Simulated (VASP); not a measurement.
Runs of VASP 6.6.1 on Co. The structure is trigonal, space group P-3m1 (No. 164). The conventional cell has a = 2.487 Å, b = 2.487 Å, c = 4.063 Å, α = 90.00°, β = 90.00°, γ = 120.00°. Within 3.2 Å of Co (site symmetry 3m) lie 12 Co at 2.42 to 2.55 Å. 

```tsv
k mesh	gap on the mesh (eV)	pressure (GPa)	moment (μB)	largest force (eV/Å)
5 × 5 × 3	none	-8.1	3.53	0.42
7 × 7 × 4	none	-10.4	3.19	0.48
9 × 9 × 5	none	-11.3	3.09	0.43
4 × 4 × 2	none	(b)	(c)	0.39
6 × 6 × 3	none	-10.4	(a)	0.51
```

Alike in all rows: task single point; level PBEsol; potentials or basis VASP PAW PBE potentials, release 64 (Co); spin collinear, ferromagnetic start; cell as given; cutoff (eV) 520; smearing fermi-dirac 0.05 eV.

Problem. Fill in the values left out.

Solution. (a) 3.27; (b) -8.6; (c) 3.37.

Caveats: some runs use coarse meshes; the PAW data sets were made with another functional, which shifts forces and pressure a little.

A gap of «none» marks levels without a gap at the run's occupations.
